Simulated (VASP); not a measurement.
# PbSe2 (P4_2/mnm) in VASP: further runs

PbSe2 is run at these levels: PBEsol; tasks: single point, relaxation of cell and atoms.

Program: VASP 6.6.1. These are calculated values, not measurements. Logs are shortened: lines on timing, memory, paths and dates and some standing lists are left out, and cuts for length are marked.

### Step 1. The cell of the first run

It takes space group P4_2/mnm (No. 136, tetragonal). The conventional cell has a = 6.546 Å, b = 6.546 Å, c = 4.248 Å, α = 90.00°, β = 90.00°, γ = 90.00°. Within 3.7 Å of Pb (site symmetry mmm) lie 6 Se at 2.80 Å. Within 3.7 Å of Se (site symmetry m2m) lie 3 Pb at 2.80 Å and 1 Se at 3.65 Å.

### Step 2. Single point, PBEsol

Contents of INCAR:

```
SYSTEM = PbSe2
ALGO     = Normal         ! electronic algorithm
EDIFF    = 1E-7           ! SCF threshold, eV
ENCUT    = 520            ! plane-wave cutoff, eV
GGA      = PS             ! functional
ISIF     = 2              ! what is computed and relaxed
ISMEAR   = -1             ! smearing method
LASPH    = .True.         ! aspherical terms in the spheres
LCHARG   = .False.        ! write CHGCAR
LREAL    = .False.        ! projectors in reciprocal space
LWAVE    = .False.        ! write WAVECAR
NBANDS   = 35             ! bands
NELM     = 80             ! most SCF steps
PREC     = Accurate       ! precision mode
SIGMA    = 0.03           ! smearing width, eV
```

Contents of KPOINTS:

```
k-points
0
Gamma
  4 4 6
  0 0 0
```

Contents of POSCAR:

```
PbSe2
1.0
    6.5455534602      0.0000000000      0.0000000000
    0.0000000000      6.5455534602      0.0000000000
    0.0000000000      0.0000000000      4.2482273131
Pb Se
2 4
Direct
    0.0000000000      0.0000000000      0.0000000000
    0.5000000000      0.5000000000      0.5000000000
    0.3028878725      0.3028878725      0.0000000000
    0.1971121275      0.8028878725      0.5000000000
    0.8028878725      0.1971121275      0.5000000000
    0.6971121275      0.6971121275      0.0000000000
```

Potentials or basis: VASP PAW PBE potentials, release 64 (Pb_d, Se).

The run is started by

```sh
cat potpaw_PBE.64/Pb_d/POTCAR potpaw_PBE.64/Se/POTCAR > POTCAR
mpirun -np 1 vasp_std > vasp.out
```

OUTCAR:

```text
SYSTEM = PbSe2
   EDIFF = 1E-7
   ENCUT = 520
   GGA = PS
   ISIF = 2
   ISMEAR = -1
   LASPH = .True.
   LREAL = .False.
   NELM = 80
   PREC = Accurate

 ion  position               nearest neighbor table
   1  0.000  0.000  0.000-   4 2.80   5 2.80   4 2.80   5 2.80   3 2.80   6 2.80
   2  0.500  0.500  0.500-   3 2.80   6 2.80   3 2.80   6 2.80   5 2.80   4 2.80
   3  0.303  0.303  0.000-   2 2.80   2 2.80   1 2.80
   4  0.197  0.803  0.500-   1 2.80   1 2.80   2 2.80
   5  0.803  0.197  0.500-   1 2.80   1 2.80   2 2.80
   6  0.697  0.697  0.000-   2 2.80   2 2.80   1 2.80

  LATTYP: Found a simple tetragonal cell.
 ALAT       =     6.5455534602
 C/A-ratio  =     0.6490249203

  Lattice vectors:

 A1 = (   6.5455534602,   0.0000000000,   0.0000000000)
 A2 = (   0.0000000000,   6.5455534602,   0.0000000000)
 A3 = (   0.0000000000,   0.0000000000,   4.2482273131)

Analysis of symmetry for initial positions (statically):
=====================================================================
 Subroutine PRICEL returns:
 Original cell was already a primitive cell.

 Routine SETGRP: Setting up the symmetry group for a
 simple tetragonal supercell.

 Subroutine GETGRP returns: Found 16 space group operations
 (whereof  8 operations were pure point group operations)
 out of a pool of 16 trial point group operations.

The static configuration has the point symmetry D_2h.
 The point group associated with its full space group is D_4h.

Analysis of symmetry for dynamics (positions and initial velocities):
=====================================================================
 Subroutine PRICEL returns:
 Original cell was already a primitive cell.

 Routine SETGRP: Setting up the symmetry group for a
 simple tetragonal supercell.

 Subroutine GETGRP returns: Found 16 space group operations
 (whereof  8 operations were pure point group operations)
 out of a pool of 16 trial point group operations.

The dynamic configuration has the point symmetry D_2h.
 The point group associated with its full space group is D_4h.

 Subroutine INISYM returns: Found 16 space group operations
 (whereof  8 operations are pure point group operations),
 and found     1 'primitive' translations

----------------------------------------------------------------------------------------

                                     Primitive cell

  volume of cell :     182.0122

  direct lattice vectors                    reciprocal lattice vectors
     6.545553460  0.000000000  0.000000000     0.152775469  0.000000000  0.000000000
     0.000000000  6.545553460  0.000000000     0.000000000  0.152775469  0.000000000
     0.000000000  0.000000000  4.248227313     0.000000000  0.000000000  0.235392300

  length of vectors
     6.545553460  6.545553460  4.248227313     0.152775469  0.152775469  0.235392300

  position of ions in fractional coordinates (direct lattice)
     0.000000000  0.000000000  0.000000000
     0.500000000  0.500000000  0.500000000
     0.302887873  0.302887873  0.000000000
     0.197112127  0.802887873  0.500000000
     0.802887873  0.197112127  0.500000000
     0.697112127  0.697112127  0.000000000

  ion indices of the primitive-cell ions
   primitive index   ion index
                 1           1
                 2           2
                 3           3
                 4           4
                 5           5
                 6           6

----------------------------------------------------------------------------------------

 KPOINTS: k-points

Automatic generation of k-mesh.
 Grid dimensions read from file:
 generate k-points for:    4    4    6

 Generating k-lattice:

  Cartesian coordinates                     Fractional coordinates (reciprocal lattice)
     0.038193867  0.000000000  0.000000000     0.250000000  0.000000000  0.000000000
     0.000000000  0.038193867  0.000000000     0.000000000  0.250000000  0.000000000
     0.000000000  0.000000000  0.039232050     0.000000000  0.000000000  0.166666667

  Length of vectors
     0.038193867  0.038193867  0.039232050

  Shift w.r.t. Gamma in fractional coordinates (k-lattice)
     0.000000000  0.000000000  0.000000000

 Subroutine IBZKPT returns following result:
 ===========================================

 Found     24 irreducible k-points:

 Following reciprocal coordinates:
            Coordinates               Weight
  0.000000  0.000000  0.000000      1.000000
  0.250000  0.000000  0.000000      4.000000
  0.500000  0.000000  0.000000      2.000000
  0.250000  0.250000  0.000000      4.000000
  0.500000  0.250000  0.000000      4.000000
  0.500000  0.500000  0.000000      1.000000
[... 16 lines left out ...]
  0.500000  0.250000  0.500000      4.000000
  0.500000  0.500000  0.500000      1.000000
   k-points           NKPTS =     24   k-points in BZ     NKDIM =     24   number of bands    NBANDS=     35
   number of dos      NEDOS =    301   number of ions     NIONS =      6
   total plane-waves  NPLWV =  80000
   dimension x,y,z NGX =    50 NGY =   50 NGZ =   32
   dimension x,y,z NGXF=   100 NGYF=  100 NGZF=   64
   ions per type =               2   4
   NGX,Y,Z   is equivalent  to a cutoff of  12.70, 12.70, 12.52 a.u.
   NGXF,Y,Z  is equivalent  to a cutoff of  25.40, 25.40, 25.05 a.u.
 SYSTEM =  PbSe2
   PREC   = accura    normal or accurate (medium, high low for compatibility)
   ISTART =      0    job   : 0-new  1-cont  2-samecut
   ICHARG =      2    charge: 1-file 2-atom 10-const
   ISPIN  =      1    spin polarized calculation?
   LNONCOLLINEAR =      F non collinear calculations
   LSORBIT =      F    spin-orbit coupling
   LASPH  =      T    aspherical Exc in radial PAW
   ENCUT  =  520.0 eV  38.22 Ry    6.18 a.u.  12.17 12.17  7.90*2*pi/ulx,y,z
   NELM   =     80;   NELMIN=  2; NELMDL= -5     # of ELM steps
   EDIFF  = 0.1E-06   stopping-criterion for ELM
   LREAL  =      F    real-space projection
   EDIFFG = 0.1E-05   stopping-criterion for IOM
   NSW    =      0    number of steps for IOM
   IBRION =     -1    ionic relax: 0-MD 1-quasi-New 2-CG
   NFREE  =      0    steps in history (QN), initial steepest desc. (CG)
   ISIF   =      2    stress and relaxation
   ISYM   =      2    0-nonsym 1-usesym 2-fastsym
   POTIM  = 0.5000    time-step for ionic-motion
   TEBEG  =    0.0;   TEEND  =   0.0 temperature during run
   PSTRESS=    0.0 pullay stress
   NELECT =      52.0000    total number of electrons
   NUPDOWN=      -1.0000    fix difference up-down
   EMIN   =  10.00;   EMAX   =-10.00  energy-range for DOS
   EFERMI =   0.00;   METHOD = LEGACY
   ISMEAR =    -1;   SIGMA  =   0.03  broadening in eV -4-tet -1-fermi 0-gaus
   EFERMI_NEDOS =   21; number of points for ismear=-14 and -15
   IALGO  =     38    algorithm
   IMIX   =      4    mixing-type and parameters
     AMIX     =   0.40;   BMIX     =  1.00
     AMIX_MAG =   1.60;   BMIX_MAG =  1.00
  volume/ion in A,a.u.               =      30.34       204.71
  Fermi-wavevector in a.u.,A,eV,Ry     =   1.078224  2.037548 15.817693  1.162568
  Thomas-Fermi vector in A             =   2.214157
   LORBIT       =      0    0 simple, 1 ext, 2 COOP (PROOUT), +10 PAW based schemes
   GGA     = PS    functional components
   LHFCALC =     F    Hartree Fock is set to
   AEXX    =    0.0000 exact exchange contribution
   IVDW    =     0    specifies the selected vdW correction
   LEPSILON=     F    determine dielectric tensor
   LRPA    =     F    only Hartree local field effects (RPA)
 non-spin polarized calculation
  energy-cutoff  :      520.00
  volume of cell :      182.01
 maximum number of plane-waves:      4944
 NGX is ok and might be reduce to    50
   NGX = 25   NGY = 25   NGZ = 15

 number of electron      51.9999990 magnetization

 Free energy of the ion-electron system (eV)
  ---------------------------------------------------
  ext. energy  EPLUGINS =         0.00000000
  ---------------------------------------------------
  free energy    TOTEN  =       -22.55025029 eV

  energy without entropy =      -22.54210365  energy(sigma->0) =      -22.54617697

 E-fermi :   2.6229     XC(G=0):  -9.0474

 val. band max:        2.5966654983   @ k =   0.2500   0.2500   0.0000
 cond. band min:       2.7425904441   @ k =   0.5000   0.5000   0.5000
 fundamental gap:      0.1459249458
 Fermi energy:         2.6228653398

 k-point     1 :       0.0000    0.0000    0.0000
  band No.  band energies     occupation
      1     -14.0752      2.00000
      2     -13.9574      2.00000
      3     -13.9102      2.00000
      4     -13.9102      2.00000
      5     -13.8549      2.00000
      6     -13.8447      2.00000
[... 27 lines left out ...]
     34       8.6739      0.00000
     35       9.1702      0.00000

 k-point     2 :       0.2500    0.0000    0.0000
  band No.  band energies     occupation
      1     -14.0586      2.00000
      2     -13.9750      2.00000
      3     -13.9100      2.00000
      4     -13.9100      2.00000
      5     -13.8539      2.00000
      6     -13.8471      2.00000
[... 27 lines left out ...]
     34       8.4706      0.00000
     35       8.6699      0.00000

 k-point     3 :       0.5000    0.0000    0.0000
  band No.  band energies     occupation
      1     -14.0174      2.00000
      2     -14.0174      2.00000
      3     -13.9098      2.00000
      4     -13.9098      2.00000
      5     -13.8512      2.00000
      6     -13.8512      2.00000
[... 27 lines left out ...]
     34       7.3462      0.00000
     35       9.7452      0.00000

 k-point     4 :       0.2500    0.2500    0.0000
  band No.  band energies     occupation
      1     -14.0476      2.00000
      2     -13.9884      2.00000
      3     -13.9102      2.00000
      4     -13.9098      2.00000
      5     -13.8532      2.00000
      6     -13.8486      2.00000
[... 27 lines left out ...]
     34       8.3207      0.00000
     35       8.9872      0.00000

 k-point     5 :       0.5000    0.2500    0.0000
  band No.  band energies     occupation
      1     -14.0192      2.00000
      2     -14.0192      2.00000
      3     -13.9100      2.00000
      4     -13.9100      2.00000
      5     -13.8512      2.00000
      6     -13.8512      2.00000
[... 638 lines left out ...]
 k-point    22 :       0.2500    0.2500    0.5000
  band No.  band energies     occupation
      1     -14.0559      2.00000
      2     -14.0277      2.00000
      3     -13.9564      2.00000
      4     -13.9255      2.00000
      5     -13.8292      2.00000
      6     -13.8289      2.00000
[... 27 lines left out ...]
     34       9.5723      0.00000
     35       9.7187      0.00000

 k-point    23 :       0.5000    0.2500    0.5000
  band No.  band energies     occupation
      1     -14.0441      2.00000
      2     -14.0441      2.00000
      3     -13.9391      2.00000
      4     -13.9391      2.00000
      5     -13.8291      2.00000
      6     -13.8291      2.00000
[... 27 lines left out ...]
     34       9.1282      0.00000
     35       9.9844      0.00000

 k-point    24 :       0.5000    0.5000    0.5000
  band No.  band energies     occupation
      1     -14.0280      2.00000
      2     -14.0280      2.00000
      3     -13.9567      2.00000
      4     -13.9567      2.00000
      5     -13.8287      2.00000
      6     -13.8287      2.00000
[... 27 lines left out ...]
     34       9.4741      0.00000
     35       9.7631      0.00000

------------------------ aborting loop because EDIFF is reached ----------------------------------------

  FORCE on cell =-STRESS in cart. coord.  units (eV):
  Direction    XX          YY          ZZ          XY          YZ          ZX
  --------------------------------------------------------------------------------------
  -------------------------------------------------------------------------------------
  Total        0.0595191      0.0595191      0.0739363      0.0000000      0.0000000      0.0000000
  in kB        0.5239219      0.5239219      0.6508300      0.0000000      0.0000000      0.0000000
  external PRESSURE =       0.5662246 kB  Pullay stress =       0.0000000 kB

 VOLUME and BASIS-vectors are now :
 -----------------------------------------------------------------------------
  energy-cutoff  :      520.00
  volume of cell :      182.01
      direct lattice vectors                 reciprocal lattice vectors
     6.545553460  0.000000000  0.000000000     0.152775469  0.000000000  0.000000000
     0.000000000  6.545553460  0.000000000     0.000000000  0.152775469  0.000000000
     0.000000000  0.000000000  4.248227313     0.000000000  0.000000000  0.235392300

 POSITION                                       TOTAL-FORCE (eV/Angst)
 -----------------------------------------------------------------------------------
      0.00000      0.00000      0.00000         0.000000     -0.000000      0.000000
      3.27278      3.27278      2.12411         0.000000     -0.000000      0.000000
      1.98257      1.98257      0.00000        -0.000564     -0.000564     -0.000000
      1.29021      5.25535      2.12411         0.000564     -0.000564     -0.000000
      5.25535      1.29021      2.12411        -0.000564      0.000564      0.000000
      4.56298      4.56298      0.00000         0.000564      0.000564      0.000000
 -----------------------------------------------------------------------------------
    total drift:                                0.000000     -0.000000     -0.000000

  FREE ENERGIE OF THE ION-ELECTRON SYSTEM (eV)
  ---------------------------------------------------
  free  energy   TOTEN  =       -22.5502502885 eV

  energy  without entropy=      -22.5421036494  energy(sigma->0) =      -22.54617697
```

Wall time 89 s (1 thread of Intel Xeon 6975P-C (Granite Rapids), shared host); peak memory 0.33 GiB.

What came out:

```
Free energy : -22.5503 eV
Pressure    : 0.1 GPa
```

Caveat: the PAW data sets were made with another functional, which shifts forces and pressure a little; spin-orbit coupling is left out, which moves the levels of the heavy elements.

(Continued in part 2 of 2.)
